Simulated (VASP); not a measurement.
Write the native input for VASP 6.6.1 that does the following.

| Property | Result |
| --- | --- |
| Task | single point |
| Functional | PBE |
| Potentials or basis | VASP PAW PBE potentials, release 64 (W_sv, Se) |
| Cutoff | 500 eV |
| k mesh | 6 × 6 × 1 |
| Occupations | gaussian, width 0.1 eV |
| Spin | no spin polarisation |
| Hubbard terms | W d U = 2.3 eV |
| Dipole correction | no |
| Further INCAR settings | ALGO = Normal; EDIFF = 1e-06; NBANDS = 20 |

The structure of WSe2 lies in POSCAR:

```
WSe2
1.0
    3.3179375931      0.0000000000      0.0000000000
   -1.6589687966      2.8734182438      0.0000000000
    0.0000000000      0.0000000000     16.6581424200
W Se
1 2
Direct
    0.0000000000      0.0000000000      0.0000000000
    0.3333333333      0.6666666667      0.0997865200
    0.3333333333      0.6666666667      0.9002134800
```

The input as run:

INCAR

```
SYSTEM = WSe2
PREC = Accurate
ENCUT = 500
EDIFF = 1E-6
ISMEAR = 0
SIGMA = 0.1
LREAL = .False.
LASPH = .True.
NELM = 200
ALGO = Normal
ISIF = 2
LWAVE = .False.
LCHARG = .False.
LMAXMIX = 4
LDAU = .True.
LDAUTYPE = 2
LDAUL = 2 -1
LDAUU = 2.3 0
LDAUJ = 0 0
LDAUPRINT = 1
GGA = PE
NBANDS = 20
GGA_COMPAT = .False.
```

KPOINTS

```
regular mesh
0
Gamma
  6 6 1
  0 0 0
```

Potentials or basis: VASP PAW PBE potentials, release 64 (W_sv, Se).

Run with:

```bash
$ cat potpaw_PBE.64/W_sv/POTCAR potpaw_PBE.64/Se/POTCAR > POTCAR
$ mpirun -np 1 vasp_std > vasp.out
```

Results of the run:

| Property | Result |
| --- | --- |
| Largest force | 0.536 eV/Å |
| Band gap on the k mesh | 1.49 eV |

Caveat: spin-orbit coupling is left out, which moves the levels of the heavy elements.

It took 33 s on 1 thread of Intel(R) Xeon(R) 6975P-C (Granite Rapids), on a shared host, peak memory 0.25 GiB.
